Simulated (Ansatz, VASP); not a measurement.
KMgF3: VASP beside Ansatz

```
K Mg F
1.0
     3.86632    0.00000    0.00000
     0.00000    3.86632    0.00000
     0.00000    0.00000    4.10548
K Mg F
1 1 3
Cartesian
  1.9332 1.9332 2.0527
  0.0000 0.0000 0.0000
  1.9332 0.0000 0.0000
  0.0000 1.9332 0.0000
  0.0000 0.0000 2.0527
```

Change from the starting cell: strain -0.030 along x and y, +0.030 along z, atoms carried along.

Alike in both runs: task single point; functional PBE; k mesh 6 × 6 × 6; occupations gaussian, width 0.05 eV; no spin polarisation.

```csv
,VASP,Ansatz
version,VASP 6.6.1,Ansatz 0.2.0
potentials or method,"VASP PAW PBE potentials, release 64 (K_sv, Mg, F), cutoff 520 eV","scalar-relativistic, plane waves, PAW"
valence electrons in the cell,32,40
```

|  | VASP | Ansatz | Ansatz less VASP |
| --- | --- | --- | --- |
| gap on the k mesh at the Fermi level (eV) | 7.49 | 7.52 | +0.030 |
| least direct gap on the mesh (eV) | 7.85 | 7.88 | +0.027 |
| pressure (GPa) | 6.6 | 7.0 | +0.43 |
| traceless stress, the component that is largest in VASP (GPa) | -4.49 | -4.47 | +0.022 |

VASP's potentials hold 32 valence electrons a cell and Ansatz's 40, so a difference there can come from the potentials and not from the codes.
